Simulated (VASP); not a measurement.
# Si2Ni (Fm-3m) in VASP: single point with PBEsol

Aim: the single point of Si2Ni with PBEsol.

Program: VASP 6.6.1. These are calculated values, not measurements. Logs are shortened: lines on timing, memory, paths and dates and some standing lists are left out, and cuts for length are marked.

**1. The cell of the first run**

The structure is cubic, space group Fm-3m (No. 225). The conventional cell has a = 5.389 Å, b = 5.389 Å, c = 5.389 Å, α = 90.00°, β = 90.00°, γ = 90.00°. Within 3.1 Å of Ni (site symmetry m-3m) lie 8 Si at 2.33 Å. Within 3.1 Å of Si (site symmetry -43m) lie 4 Ni at 2.33 Å and 6 Si at 2.69 Å.

**2. Single point, PBEsol**

The input, INCAR:

```
SYSTEM = Si2Ni
PREC = Accurate
ENCUT = 520
EDIFF = 1E-6
ISMEAR = 1
SIGMA = 0.1
LREAL = .FALSE.
LASPH = .TRUE.
NELM = 100
ALGO = Normal
ISIF = 2
LWAVE = .FALSE.
LCHARG = .FALSE.
GGA = PS
NBANDS = 48
```

The input, KPOINTS:

```
Automatic mesh
0
G
  10 10 10
  0 0 0
```

The input, POSCAR:

```
Si2Ni
1.0
    5.3887241710      0.0000000000      0.0000000000
    0.0000000000      5.3887241710      0.0000000000
    0.0000000000      0.0000000000      5.3887241710
Ni Si
4 8
Direct
    0.0000000000      0.0000000000      0.0000000000
    0.0000000000      0.5000000000      0.5000000000
    0.5000000000      0.0000000000      0.5000000000
    0.5000000000      0.5000000000      0.0000000000
    0.2500000000      0.2500000000      0.2500000000
    0.7500000000      0.7500000000      0.7500000000
    0.2500000000      0.7500000000      0.7500000000
    0.7500000000      0.2500000000      0.2500000000
    0.7500000000      0.2500000000      0.7500000000
    0.2500000000      0.7500000000      0.2500000000
    0.7500000000      0.7500000000      0.2500000000
    0.2500000000      0.2500000000      0.7500000000
```

Potentials or basis: VASP PAW PBE potentials, release 64 (Ni, Si).

Launch:

```bash
$ cat potpaw_PBE.64/Ni/POTCAR potpaw_PBE.64/Si/POTCAR > POTCAR
$ mpirun -np 1 vasp_std > vasp.out
```

OUTCAR:

```text
SYSTEM = Si2Ni
   PREC = Accurate
   ENCUT = 520
   EDIFF = 1E-6
   ISMEAR = 1
   LREAL = .FALSE.
   LASPH = .TRUE.
   NELM = 100
   ISIF = 2
   GGA = PS

 ion  position               nearest neighbor table
   1  0.000  0.000  0.000-   5 2.33   6 2.33   7 2.33   8 2.33   9 2.33  10 2.33  11 2.33  12 2.33

   2  0.000  0.500  0.500-   5 2.33   6 2.33   7 2.33   8 2.33   9 2.33  10 2.33  11 2.33  12 2.33

   3  0.500  0.000  0.500-   5 2.33   6 2.33   7 2.33   8 2.33   9 2.33  10 2.33  11 2.33  12 2.33

   4  0.500  0.500  0.000-   5 2.33   6 2.33   7 2.33   8 2.33   9 2.33  10 2.33  11 2.33  12 2.33

   5  0.250  0.250  0.250-   1 2.33   2 2.33   3 2.33   4 2.33   8 2.69  10 2.69  12 2.69  12 2.69
                            10 2.69   8 2.69
   6  0.750  0.750  0.750-   1 2.33   2 2.33   3 2.33   4 2.33   7 2.69   9 2.69  11 2.69  11 2.69
                             9 2.69   7 2.69
   7  0.250  0.750  0.750-   1 2.33   2 2.33   3 2.33   4 2.33   6 2.69  10 2.69  12 2.69  10 2.69
                            12 2.69   6 2.69
   8  0.750  0.250  0.250-   1 2.33   2 2.33   3 2.33   4 2.33   5 2.69   9 2.69  11 2.69   9 2.69
                            11 2.69   5 2.69
   9  0.750  0.250  0.750-   1 2.33   2 2.33   3 2.33   4 2.33   6 2.69   8 2.69  12 2.69   8 2.69
                             6 2.69  12 2.69
  10  0.250  0.750  0.250-   1 2.33   2 2.33   3 2.33   4 2.33   5 2.69   7 2.69  11 2.69   7 2.69
                             5 2.69  11 2.69
  11  0.750  0.750  0.250-   1 2.33   2 2.33   3 2.33   4 2.33   6 2.69   8 2.69  10 2.69   6 2.69
                             8 2.69  10 2.69
  12  0.250  0.250  0.750-   1 2.33   2 2.33   3 2.33   4 2.33   5 2.69   7 2.69   9 2.69   5 2.69
                             7 2.69   9 2.69

  LATTYP: Found a simple cubic cell.
 ALAT       =     5.3887241710

  Lattice vectors:

 A1 = (   5.3887241710,   0.0000000000,   0.0000000000)
 A2 = (   0.0000000000,   5.3887241710,   0.0000000000)
 A3 = (   0.0000000000,   0.0000000000,   5.3887241710)

Analysis of symmetry for initial positions (statically):
=====================================================================
 Subroutine PRICEL returns following result:

  LATTYP: Found a face centered cubic cell.
 ALAT       =     5.3887241710

  Lattice vectors:

 A1 = (   2.6943620855,  -2.6943620855,   0.0000000000)
 A2 = (   2.6943620855,   0.0000000000,   2.6943620855)
 A3 = (   0.0000000000,  -2.6943620855,   2.6943620855)

   4 primitive cells build up your supercell.

 Routine SETGRP: Setting up the symmetry group for a
 simple cubic supercell.

 Subroutine GETGRP returns: Found 48 space group operations
 (whereof 48 operations were pure point group operations)
 out of a pool of 48 trial point group operations.

The static configuration has the point symmetry O_h .

Analysis of symmetry for dynamics (positions and initial velocities):
=====================================================================
 Subroutine PRICEL returns following result:

  LATTYP: Found a face centered cubic cell.
 ALAT       =     5.3887241710

  Lattice vectors:

 A1 = (   2.6943620855,  -2.6943620855,   0.0000000000)
 A2 = (   2.6943620855,   0.0000000000,   2.6943620855)
 A3 = (   0.0000000000,  -2.6943620855,   2.6943620855)

   4 primitive cells build up your supercell.

 Routine SETGRP: Setting up the symmetry group for a
 simple cubic supercell.

 Subroutine GETGRP returns: Found 48 space group operations
 (whereof 48 operations were pure point group operations)
 out of a pool of 48 trial point group operations.

The dynamic configuration has the point symmetry O_h .

 Subroutine INISYM returns: Found 48 space group operations
 (whereof 48 operations are pure point group operations),
 and found     4 'primitive' translations

----------------------------------------------------------------------------------------

                                     Primitive cell

  volume of cell :      39.1199

  direct lattice vectors                    reciprocal lattice vectors
     2.694362085 -2.694362085  0.000000000     0.185572683 -0.185572683 -0.185572683
     2.694362085  0.000000000  2.694362085     0.185572683  0.185572683  0.185572683
     0.000000000 -2.694362085  2.694362086    -0.185572683 -0.185572683  0.185572683

  length of vectors
     3.810403403  3.810403403  3.810403403     0.321421315  0.321421315  0.321421315

  position of ions in fractional coordinates (direct lattice)
     0.000000000  0.000000000  0.000000000
     0.750000000  0.750000000  0.750000000
     0.250000000  0.250000000  0.250000000

  ion indices of the primitive-cell ions
   primitive index   ion index
                 1           1
                 2           5
                 3           6

----------------------------------------------------------------------------------------

 KPOINTS: Automatic mesh

Automatic generation of k-mesh.
 Grid dimensions read from file:
 generate k-points for:   10   10   10

 Generating k-lattice:

  Cartesian coordinates                     Fractional coordinates (reciprocal lattice)
     0.018557268  0.000000000  0.000000000     0.100000000  0.000000000  0.000000000
     0.000000000  0.018557268  0.000000000     0.000000000  0.100000000  0.000000000
     0.000000000  0.000000000  0.018557268     0.000000000  0.000000000  0.100000000

  Length of vectors
     0.018557268  0.018557268  0.018557268

  Shift w.r.t. Gamma in fractional coordinates (k-lattice)
     0.000000000  0.000000000  0.000000000

 Subroutine IBZKPT returns following result:
 ===========================================

 Found     56 irreducible k-points:

 Following reciprocal coordinates:
            Coordinates               Weight
  0.000000  0.000000  0.000000      1.000000
  0.100000  0.000000  0.000000      6.000000
  0.200000  0.000000  0.000000      6.000000
  0.300000  0.000000  0.000000      6.000000
  0.400000  0.000000  0.000000      6.000000
  0.500000  0.000000  0.000000      3.000000
[... 16 lines left out ...]
  0.200000  0.100000  0.100000     24.000000
  0.300000  0.100000  0.100000     24.000000
 [... further k-points ...]
   k-points           NKPTS =     56   k-points in BZ     NKDIM =     56   number of bands    NBANDS=     48
   number of dos      NEDOS =    301   number of ions     NIONS =     12
   total plane-waves  NPLWV =  64000
   dimension x,y,z NGX =    40 NGY =   40 NGZ =   40
   dimension x,y,z NGXF=    80 NGYF=   80 NGZF=   80
   ions per type =               4   8
   NGX,Y,Z   is equivalent  to a cutoff of  12.34, 12.34, 12.34 a.u.
   NGXF,Y,Z  is equivalent  to a cutoff of  24.68, 24.68, 24.68 a.u.
 SYSTEM =  Si2Ni
   PREC   = accura    normal or accurate (medium, high low for compatibility)
   ISTART =      0    job   : 0-new  1-cont  2-samecut
   ICHARG =      2    charge: 1-file 2-atom 10-const
   ISPIN  =      1    spin polarized calculation?
   LNONCOLLINEAR =      F non collinear calculations
   LSORBIT =      F    spin-orbit coupling
   LASPH  =      T    aspherical Exc in radial PAW
   ENCUT  =  520.0 eV  38.22 Ry    6.18 a.u.  10.02 10.02 10.02*2*pi/ulx,y,z
   NELM   =    100;   NELMIN=  2; NELMDL= -5     # of ELM steps
   EDIFF  = 0.1E-05   stopping-criterion for ELM
   LREAL  =      F    real-space projection
   EDIFFG = 0.1E-04   stopping-criterion for IOM
   NSW    =      0    number of steps for IOM
   IBRION =     -1    ionic relax: 0-MD 1-quasi-New 2-CG
   NFREE  =      0    steps in history (QN), initial steepest desc. (CG)
   ISIF   =      2    stress and relaxation
   ISYM   =      2    0-nonsym 1-usesym 2-fastsym
   POTIM  = 0.5000    time-step for ionic-motion
   TEBEG  =    0.0;   TEEND  =   0.0 temperature during run
   PSTRESS=    0.0 pullay stress
   NELECT =      72.0000    total number of electrons
   NUPDOWN=      -1.0000    fix difference up-down
   EMIN   =  10.00;   EMAX   =-10.00  energy-range for DOS
   EFERMI =   0.00;   METHOD = LEGACY
   ISMEAR =     1;   SIGMA  =   0.10  broadening in eV -4-tet -1-fermi 0-gaus
   EFERMI_NEDOS =   21; number of points for ismear=-14 and -15
   IALGO  =     38    algorithm
   IMIX   =      4    mixing-type and parameters
     AMIX     =   0.40;   BMIX     =  1.00
     AMIX_MAG =   1.60;   BMIX_MAG =  1.00
  volume/ion in A,a.u.               =      13.04        88.00
  Fermi-wavevector in a.u.,A,eV,Ry     =   1.263862  2.388353 21.733233  1.597348
  Thomas-Fermi vector in A             =   2.397197
   LORBIT       =      0    0 simple, 1 ext, 2 COOP (PROOUT), +10 PAW based schemes
   GGA     = PS    functional components
   LHFCALC =     F    Hartree Fock is set to
   AEXX    =    0.0000 exact exchange contribution
   IVDW    =     0    specifies the selected vdW correction
   LEPSILON=     F    determine dielectric tensor
   LRPA    =     F    only Hartree local field effects (RPA)
 non-spin polarized calculation
 Methfessel and Paxton  Order N= 1 SIGMA  =   0.10
  energy-cutoff  :      520.00
  volume of cell :      156.48
 maximum number of plane-waves:      4242
   NGX = 21   NGY = 21   NGZ = 21

 number of electron      71.9999983 magnetization

 Free energy of the ion-electron system (eV)
  ---------------------------------------------------
  ext. energy  EPLUGINS =         0.00000000
  ---------------------------------------------------
  free energy    TOTEN  =       -75.92310964 eV

  energy without entropy =      -75.91964508  energy(sigma->0) =      -75.92195479

 E-fermi :  10.5144     XC(G=0): -11.7423

 val. band max:       10.5126180101   @ k =   0.2000   0.1000   0.0000
 cond. band min:      10.5222363267   @ k =   0.2000   0.0000   0.0000
 fundamental gap:      0.0096183166
 Fermi energy:        10.5143771453

 k-point     1 :       0.0000    0.0000    0.0000
  band No.  band energies     occupation
      1      -3.4405      2.00000
      2       0.6110      2.00000
      3       0.6110      2.00000
      4       0.6110      2.00000
      5       2.3645      2.00000
      6       2.3645      2.00000
[... 40 lines left out ...]
     47      15.2344      0.00000
     48      15.2344      0.00000

 k-point     2 :       0.1000    0.0000    0.0000
  band No.  band energies     occupation
      1      -3.3906      2.00000
      2       0.2507      2.00000
      3       0.6501      2.00000
      4       0.6501      2.00000
      5       2.4112      2.00000
      6       2.4112      2.00000
[... 40 lines left out ...]
     47      14.6475      0.00000
     48      15.2964      0.00000

 k-point     3 :       0.2000    0.0000    0.0000
  band No.  band energies     occupation
      1      -3.2412      2.00000
      2      -0.4084      2.00000
      3       0.7668      2.00000
      4       0.7668      2.00000
      5       2.5507      2.00000
      6       2.5507      2.00000
[... 40 lines left out ...]
     47      14.4908      0.00000
     48      15.5001      0.00000

 k-point     4 :       0.3000    0.0000    0.0000
  band No.  band energies     occupation
      1      -2.9932      2.00000
      2      -1.0750      2.00000
      3       0.9586      2.00000
      4       0.9586      2.00000
      5       2.3274      2.00000
      6       2.3274      2.00000
[... 958 lines left out ...]
     47      14.7536      0.00000
     48      14.7536      0.00000

 k-point    23 :       0.2000    0.1000    0.1000
  band No.  band energies     occupation
      1      -3.1420      2.00000
      2      -0.3205      2.00000
      3       0.4568      2.00000
      4       0.4568      2.00000
      5       2.5647      2.00000
      6       2.5647      2.00000
[... 40 lines left out ...]
     47      14.8120      0.00000
     48      15.1319      0.00000

 k-point    24 :       0.3000    0.1000    0.1000
  band No.  band energies     occupation
      1      -2.8948      2.00000
      2      -0.9837      2.00000
      3       0.6592      2.00000
      4       0.6592      2.00000
      5       2.1353      2.00000
      6       2.1353      2.00000
[... 40 lines left out ...]
     47      14.8347      0.00000
     48      14.8348      0.00000

 [... further k-points ...]
[... 5 lines left out ...]
  --------------------------------------------------------------------------------------
  -------------------------------------------------------------------------------------
  Total        0.1374507      0.1374507      0.1374507      0.0000000      0.0000000      0.0000000
  in kB        1.4073418      1.4073418      1.4073418      0.0000000      0.0000000      0.0000000
  external PRESSURE =       1.4073418 kB  Pullay stress =       0.0000000 kB

 VOLUME and BASIS-vectors are now :
 -----------------------------------------------------------------------------
  energy-cutoff  :      520.00
  volume of cell :      156.48
      direct lattice vectors                 reciprocal lattice vectors
     5.388724171  0.000000000  0.000000000     0.185572683  0.000000000  0.000000000
     0.000000000  5.388724171  0.000000000     0.000000000  0.185572683  0.000000000
     0.000000000  0.000000000  5.388724171     0.000000000  0.000000000  0.185572683

 POSITION                                       TOTAL-FORCE (eV/Angst)
 -----------------------------------------------------------------------------------
      0.00000      0.00000      0.00000        -0.000000     -0.000000      0.000000
      0.00000      2.69436      2.69436         0.000000      0.000000      0.000000
      2.69436      0.00000      2.69436        -0.000000     -0.000000     -0.000000
      2.69436      2.69436      0.00000         0.000000      0.000000     -0.000000
      1.34718      1.34718      1.34718        -0.000000      0.000000     -0.000000
      4.04154      4.04154      4.04154         0.000000      0.000000     -0.000000
      1.34718      4.04154      4.04154        -0.000000      0.000000     -0.000000
      4.04154      1.34718      1.34718         0.000000     -0.000000      0.000000
      4.04154      1.34718      4.04154        -0.000000      0.000000      0.000000
      1.34718      4.04154      1.34718        -0.000000     -0.000000      0.000000
      4.04154      4.04154      1.34718        -0.000000     -0.000000      0.000000
      1.34718      1.34718      4.04154         0.000000     -0.000000     -0.000000
 -----------------------------------------------------------------------------------
    total drift:                               -0.000000     -0.000000     -0.000000

  FREE ENERGIE OF THE ION-ELECTRON SYSTEM (eV)
  ---------------------------------------------------
  free  energy   TOTEN  =       -75.9231096430 eV

  energy  without entropy=      -75.9196450840  energy(sigma->0) =      -75.92195479
```

It took 9.3 min on 1 thread of Intel Xeon 8259CL, shared host; peak memory 0.44 GiB.

Results:

```
Free energy            : -75.9231 eV
Pressure               : 0.1 GPa
Band gap on the k mesh : zero (bands 36 and 37 overlap by 0.73 eV)
```

Levels at points of the mesh, in eV from the Fermi level:
```
           k point  band 33  band 34  band 35  band 36  band 37  band 38  band 39  band 40
(0.00, 0.00, 0.00)    -3.18    -0.43    -0.43    -0.43    -0.20     1.31     1.31     1.31
(0.50, 0.00, 0.00)    -1.85    -1.85    -1.73    -1.73    -0.40    -0.40     1.86     1.86
(0.50, 0.50, 0.00)    -1.18    -1.18    -1.18    -1.18     1.00     1.00     1.00     1.00
(0.50, 0.50, 0.50)    -1.47    -1.47    -1.47    -1.47     1.75     1.75     1.75     1.75
```

Caveat: the PAW data sets were made with another functional, which shifts forces and pressure a little. Spin polarisation is off, so any magnetic state and its effect on volume and gap are missing.
